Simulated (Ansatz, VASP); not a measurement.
## Two plane-wave programs on Hf4Cl3

```xyz
7
Lattice="6.0285 0.0000 0.0000 -3.0143 5.2209 0.0000 0.0000 0.0000 4.8166" Properties=species:S:1:pos:R:3 pbc="T T T"
Hf    3.0135    0.0000    2.4083
Hf   -1.5067    2.6098    2.4083
Hf    1.5075    2.6111    2.4083
Hf    0.0000    0.0000    2.4083
Cl    0.0000    3.4806    0.0000
Cl    3.0143    1.7403    0.0000
Cl    0.0000    0.0000    0.0000
```

Alike in both runs: functional PBE; k mesh 3 × 3 × 4; occupations gaussian, width 0.2 eV; no spin polarisation.

Ansatz relaxed the structure, and its values are those at the end. VASP's run is a single point on that final structure, the one shown.

```csv
,VASP,Ansatz
version,VASP 6.6.1,Ansatz 0.2.0
potentials or method,"VASP PAW PBE potentials, release 64 (Hf_pv, Cl), cutoff 520 eV","scalar-relativistic, plane waves, PAW"
valence electrons in the cell,61,125
```

```tsv
	VASP	Ansatz	Ansatz less VASP
gap on the k mesh at the Fermi level (eV)	none	none	-
pressure (GPa)	0.0	0.4	+0.47
```

A gap of «none» marks a metal or a gap that the smearing closes. VASP's potentials hold 61 valence electrons a cell and Ansatz's 125, so a difference there can come from the potentials and not from the codes.

The k mesh is coarse, so the values compare programs but aren't converged. Neither program's run includes spin-orbit coupling.
